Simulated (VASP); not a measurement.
Be16Se3S13:

```xyz
64
Lattice="9.7865 0.0000 0.0000 0.0000 9.7865 0.0000 0.0000 0.0000 9.7865" Properties=species:S:1:pos:R:3 pbc="T T T"
Be    9.7803    9.7641    0.0076
Be    0.0407    9.7747    4.9174
Be    9.7452    4.8874    9.7835
Be    0.0245    4.8770    4.8781
Be    4.8845    0.0107    9.7622
Be    4.8653    9.7581    4.9034
Be    4.8808    4.9104    9.7697
Be    4.9091    4.9035    4.9203
Be    2.4551    2.4217    9.7835
Be    2.4446    2.4213    4.8719
Be    2.4314    7.3522    0.0327
Be    2.4190    7.3283    4.8924
Be    7.3284    2.4514    0.0292
Be    7.3869    2.4172    4.8780
Be    7.3477    7.3750    0.0100
Be    7.3449    7.3412    4.9242
Be    2.4484    0.0128    2.4377
Be    2.4208    9.7808    7.3362
Be    2.4367    4.8924    2.4200
Be    2.4630    4.8899    7.3102
Be    7.3216    9.7590    2.4562
Be    7.3271    0.0319    7.3611
Be    7.3454    4.8977    2.4447
Be    7.3255    4.9150    7.3635
Be    0.0218    2.4577    2.4811
Be    9.7695    2.4505    7.3415
Be    0.0037    7.3126    2.4685
Be    9.7852    7.3509    7.3675
Be    4.8926    2.4354    2.4765
Be    4.8864    2.4074    7.3556
Be    4.8981    7.3509    2.4424
Be    4.8475    7.3245    7.3251
S     1.2441    1.2051    1.2210
S     1.2367    1.2101    6.1197
S     1.2335    6.1406    1.2250
S     1.2240    6.1145    6.1155
S     6.1204    1.2263    6.1134
S     6.1260    6.0776    1.2307
S     3.6833    3.6608    1.2458
S     3.6527    3.6636    6.0893
S     3.6703    8.5721    6.1165
S     8.5370    3.6488    1.2078
S     8.5501    3.6852    6.0896
S     3.6853    1.1985    3.6633
S     3.6262    1.1994    8.5328
S     3.6535    6.0996    3.6646
S     3.6603    6.0974    8.5735
S     8.5605    1.2411    3.6496
S     8.5852    1.2280    8.5307
S     8.5557    6.1001    3.6830
S     8.5563    6.1297    8.5459
S     1.2409    3.6542    3.6840
S     1.2214    3.6680    8.5905
S     1.2323    8.5434    3.6579
S     1.2443    8.5597    8.5564
S     6.1131    3.6779    3.6850
S     6.1484    3.6852    8.5817
S     6.1038    8.5727    3.6459
Se    6.1137    1.2034    1.1936
Se    6.0980    6.1318    6.1339
Se    3.6618    8.5532    1.2803
Se    8.5747    8.5487    1.2010
Se    8.5565    8.5815    6.1505
Se    6.1091    8.5858    8.5849
```

```yaml
Program: VASP 6.6.1
Task: relaxation of volume and atoms at fixed shape
Functional: PBEsol
Potentials_or_basis: VASP PAW PBE potentials, release 64 (Be, S, Se)
Cutoff: 500 eV
k_mesh: 1 × 1 × 1, shifted
Occupations: fermi-dirac, width 0.05 eV
Spin: no spin polarisation
```

At the start: pressure 0.5 GPa; volume 14.65 Å³/atom.

Problem. How do energy, volume and symmetry change on relaxing?

Solution. Over 10 steps the energy falls by 17.7 meV/atom and the volume is 14.66 Å³/atom (+0.1 %); space group P1 (No. 1, to 0.1 Å) before and after.

Step by step:
| step | energy change (eV) | largest force (eV/Å) | pressure (GPa) | volume (Å³) |
| --- | --- | --- | --- | --- |
| 1 | 0.0000 | 1.5820 | 0.52 | 937.31 |
| 2 | -0.8499 | 0.4894 | -0.42 | 943.78 |
| 3 | -0.9231 | 0.6457 | -0.71 | 946.40 |
| 4 | -1.0631 | 0.2574 | 0.10 | 937.80 |
| 5 | -1.0804 | 0.2162 | 0.53 | 933.49 |
| 6 | -1.1206 | 0.1161 | 0.00 | 938.57 |
| 7 | -1.1233 | 0.1461 | -0.16 | 940.24 |
| 8 | -1.1320 | 0.0548 | -0.01 | 938.67 |
| 9 | -1.1325 | 0.0498 | 0.04 | 938.21 |
| 10 | -1.1344 | 0.0278 | 0.01 | 938.53 |

Final structure:
```
Be S Se
1.0
     9.79076    0.00000    0.00000
     0.00000    9.79076    0.00000
     0.00000    0.00000    9.79076
Be S Se
32 26 6
Direct
  0.00503 0.00484 0.99531
  0.00618 0.00518 0.49605
  0.00085 0.49775 0.00127
  0.00048 0.49820 0.50058
  0.49234 0.00579 0.99618
  0.49876 0.99944 0.50114
  0.49911 0.49834 0.00019
  0.49411 0.49301 0.49577
  0.24934 0.25152 0.99963
  0.24940 0.24999 0.50103
  0.24363 0.74356 0.99689
  0.24962 0.74876 0.49995
  0.75538 0.25600 0.99665
  0.75031 0.25075 0.50010
  0.74954 0.73929 0.00054
  0.75075 0.74875 0.49215
  0.24485 0.00442 0.25521
  0.24827 0.00035 0.74786
  0.24930 0.49873 0.24908
  0.24922 0.49727 0.74935
  0.75021 0.00006 0.25950
  0.75032 0.01095 0.74920
  0.75059 0.49734 0.25017
  0.75438 0.49435 0.75355
  0.99974 0.25122 0.24935
  0.00193 0.25104 0.74852
  0.00625 0.74347 0.25501
  0.00465 0.74452 0.75435
  0.49436 0.25528 0.25538
  0.49909 0.25091 0.74881
  0.50403 0.74371 0.25479
  0.48734 0.74888 0.74885
  0.12541 0.12803 0.12535
  0.12629 0.12703 0.62491
  0.12485 0.62118 0.12578
  0.12642 0.62282 0.62540
  0.62366 0.12815 0.62362
  0.62504 0.62003 0.12688
  0.37362 0.37585 0.12535
  0.37327 0.37342 0.62519
  0.37128 0.87608 0.62363
  0.87685 0.37613 0.12573
  0.87674 0.37375 0.62515
  0.37360 0.12630 0.37821
  0.37137 0.12827 0.87187
  0.37344 0.62237 0.37529
  0.37140 0.62140 0.87561
  0.87706 0.12789 0.37646
  0.87828 0.12997 0.87401
  0.87684 0.62148 0.37464
  0.87778 0.62045 0.87665
  0.12544 0.37464 0.37528
  0.12502 0.37501 0.87522
  0.12643 0.87460 0.37689
  0.12650 0.87485 0.87406
  0.62516 0.37468 0.37575
  0.62504 0.37483 0.87516
  0.62388 0.87454 0.37715
  0.62488 0.12894 0.12676
  0.62303 0.62213 0.62438
  0.37199 0.87304 0.12715
  0.87805 0.87344 0.12670
  0.87800 0.87657 0.62460
  0.62305 0.87519 0.87376
```

Caveat: the PAW data sets were made with another functional, which shifts forces and pressure a little.
